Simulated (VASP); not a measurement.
The system is Cs.

```
CELL_PARAMETERS angstrom
-3.02250 3.02250 3.02250
3.02250 -3.02250 3.02250
3.02250 3.02250 -3.02250
ATOMIC_POSITIONS crystal
Cs 0.00000 0.00000 0.00000
```

```yaml
Program: VASP 6.6.1
Task: relaxation of cell and atoms
Functional: r2SCAN
Potentials_or_basis: VASP PAW PBE potentials, release 64 (Cs_sv)
Cutoff: 600 eV
k_mesh: 8 × 8 × 8
Occupations: fermi-dirac, width 0.1 eV
Spin: no spin polarisation
```

At the start: pressure 0.2 GPa; volume 110.45 Å³/atom.

How do energy, volume and symmetry change on relaxing?

Over 4 steps the energy falls by 8.8 meV/atom and the volume is 123.02 Å³/atom (+11.4 %); space group Im-3m (No. 229, to 0.1 Å) before and after.

The path:
```csv
step,energy change (eV),largest force (eV/Å),pressure (GPa),volume (Å³)
1,0.0000,0.0000,0.24,110.45
2,-0.0035,0.0000,0.18,113.09
3,-0.0087,0.0000,0.03,121.28
4,-0.0088,0.0000,0.00,123.02
```

Final structure:
```
CELL_PARAMETERS angstrom
-3.13312 3.13312 3.13312
3.13312 -3.13312 3.13312
3.13312 3.13312 -3.13312
ATOMIC_POSITIONS crystal
Cs 0.00000 0.00000 0.00000
```

Caveat: the PAW data sets were made with another functional, which shifts forces and pressure a little.
